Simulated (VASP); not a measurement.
Here is a VASP 6.6.1 calculation.

The input INCAR:

```
SYSTEM = MnSe
ALGO = Normal
EDIFF = 1E-6
ENCUT = 520
GGA = PS
ISIF = 2
ISMEAR = 0
ISPIN = 2
LASPH = .True.
LCHARG = .True.
LELF = .True.
LMAXMIX = 4
LORBIT = 11
LREAL = .False.
LVHAR = .True.
LWAVE = .False.
MAGMOM = 4.38 0
NBANDS = 20
NELM = 150
PREC = Accurate
SIGMA = 0.1
```

KPOINTS

```
k-points
0
Gamma
  14 14 14
  0 0 0
```

Contents of POSCAR:

```
MnSe
1.0
    0.0000000000      2.6744387811      2.6744387811
    2.6744387811      0.0000000000      2.6744387811
    2.6744387811      2.6744387811      0.0000000000
Mn Se
1 1
Direct
    0.0000000000      0.0000000000      0.0000000000
    0.5000000000      0.5000000000      0.5000000000
```

Potentials or basis: VASP PAW PBE potentials, release 64 (Mn_pv, Se).

Launch:

```bash
$ cat potpaw_PBE.64/Mn_pv/POTCAR potpaw_PBE.64/Se/POTCAR > POTCAR
$ mpirun -np 1 vasp_std > vasp.out
```

Predict the net moment.

4.52 μB per cell.

Estimate the site moments.

Mn +4.12; Se +0.08 μB.

Estimate the pressure.

-3.4 GPa.

Caveat: the cell stands under tension; the PAW data sets were made with another functional, which shifts forces and pressure a little; a cell with one magnetic atom can't hold antiferromagnetic order, which such compounds often take.
